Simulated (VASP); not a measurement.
Ir5Ru: single point with PBE

The system is Ir5Ru.

```
Ru Ir
1.0
     2.78070    0.00000    0.00000
    -1.39035    2.40816    0.00000
     0.00000    0.00000   13.65413
Ru Ir
1 5
Cartesian
  0.0000 0.0000 6.8271
  0.0000 1.6054 11.3792
  1.3904 0.8027 9.0623
  0.0000 1.6054 4.5918
  1.3904 0.8027 2.2749
  0.0000 0.0000 0.0000
```

```yaml
Program: VASP 6.6.1
Task: single point
Functional: PBE
Potentials_or_basis: VASP PAW PBE potentials, release 64 (Ru_pv, Ir)
Cutoff: 520 eV
k_mesh: 18 × 18 × 4
Occupations: gaussian, width 0.1 eV
Spin: no spin polarisation
Dipole_correction: no
Further_INCAR_settings: ALGO = Fast; EDIFF = 1e-06; NBANDS = 38
```

The pressure is -16.9 GPa. The largest force is 0.015 eV/Å. The band gap on the k mesh is zero (an odd number of electrons rules out a gap without spin polarisation).

Forces on the atoms (eV/Å):
```
Ru   0.000  0.000  0.000
Ir   0.000  0.000  0.003
Ir   0.000  0.000 -0.015
Ir   0.000  0.000  0.015
Ir   0.000  0.000 -0.003
Ir   0.000  0.000  0.000
```

Levels at points of the mesh, in eV from the Fermi level:
| k point | band 27 | band 28 | band 29 | band 30 | band 31 | band 32 |
| --- | --- | --- | --- | --- | --- | --- |
| (0.00, 0.00, 0.00) | -1.11 | -1.11 | -1.09 | -1.09 | -0.73 | -0.73 |
| (0.50, 0.00, 0.00) | 0.88 | 0.89 | 0.94 | 0.98 | 1.08 | 1.23 |
| (0.00, 0.00, 0.50) | -1.11 | -1.11 | -1.10 | -0.88 | -0.88 | -0.80 |
| (0.50, 0.00, 0.50) | 0.68 | 0.83 | 0.94 | 0.99 | 1.10 | 1.17 |

It took 6.3 min on 1 thread of Intel(R) Xeon(R) 6975P-C (Granite Rapids), with other jobs on the host, peak memory 0.53 GiB.

Caveat: the cell stands under tension; spin-orbit coupling is left out, which moves the levels of the heavy elements.
